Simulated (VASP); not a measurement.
Sn3Br:

```
Sn Br
1.0
     4.69016    0.00000    0.00000
     0.00000    4.69016    0.00000
     0.00000    0.00000    4.64195
Sn Br
3 1
Direct
  0.00000 0.50000 0.50000
  0.50000 0.00000 0.50000
  0.50000 0.50000 0.00000
  0.00000 0.00000 0.00000
```

* Program: VASP 6.6.1
* Task: relaxation of cell and atoms
* Functional: PBE
* Potentials or basis: VASP PAW PBE potentials, release 64 (Sn_d, Br)
* Cutoff: 600 eV
* k mesh: 4 × 4 × 4
* Occupations: gaussian, width 0.1 eV
* Spin: no spin polarisation

At the start: pressure 5.3 GPa; volume 25.53 Å³/atom.

Q: Where does the relaxation end?

A: Over 3 steps the energy falls by 42.2 meV/atom and the volume is 28.31 Å³/atom (+10.9 %); space group P4/mmm (No. 123, to 0.05 Å).

The path:
```
step  energy change (eV)  largest force (eV/Å)  pressure (GPa)  volume (Å³)
   1              0.0000                0.0000            5.35       102.11
   2             -0.1648                0.0000           -0.64       115.22
   3             -0.1686                0.0000            0.02       113.25
```

Final structure:
```cif
data_structure
_symmetry_space_group_name_H-M 'P 1'
_symmetry_Int_Tables_number 1
_cell_length_a 4.8555
_cell_length_b 4.8555
_cell_length_c 4.8039
_cell_angle_alpha 90.000
_cell_angle_beta 90.000
_cell_angle_gamma 90.000
_cell_volume 113.25
loop_
_atom_site_label
_atom_site_type_symbol
_atom_site_fract_x
_atom_site_fract_y
_atom_site_fract_z
_atom_site_occupancy
Sn1 Sn 0.00000 0.50000 0.50000 1
Sn2 Sn 0.50000 0.00000 0.50000 1
Sn3 Sn 0.50000 0.50000 0.00000 1
Br1 Br 0.00000 0.00000 0.00000 1
```

Caveat: an odd number of electrons without spin polarisation forces a metal; a magnetic or distorted state may lie lower.
